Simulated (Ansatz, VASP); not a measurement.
# One calculation of Cd, two programs

```
Cd
1.0
     3.07229    0.00000    0.00000
    -1.53615    2.66068    0.00000
     0.00000    0.00000    9.81618
Cd
4
Direct
  0.00000 0.00000 0.00000
  0.00000 0.00000 0.50000
  0.33333 0.66667 0.25000
  0.66667 0.33333 0.75000
```

Alike in both runs: task single point; functional PBE; k mesh 15 × 15 × 4; occupations fermi-dirac, width 0.1 eV; no spin polarisation.

|  | VASP | Ansatz |
| --- | --- | --- |
| version | VASP 6.6.1 | Ansatz 0.2.0 |
| potentials or method | VASP PAW PBE potentials, release 64 (Cd), cutoff 520 eV | plane waves (420 eV) with PAW, scalar-relativistic |
| valence electrons in the cell | 48 | 80 |

Ansatz gave:

| Item | Value |
| --- | --- |
| pressure (GPa) | 7.6 |
| traceless stress, the component that is largest in VASP (GPa) | 0.09 |

Task: What did VASP give for the same quantities?

Result: Pressure (GPa): 8.0; traceless stress, the component that is largest in VASP (GPa): 0.09.

The functional is the same, so the differences come from potentials, cutoffs and numerics. VASP's potentials hold 48 valence electrons a cell and Ansatz's 80, so a difference there can come from the potentials and not from the codes.
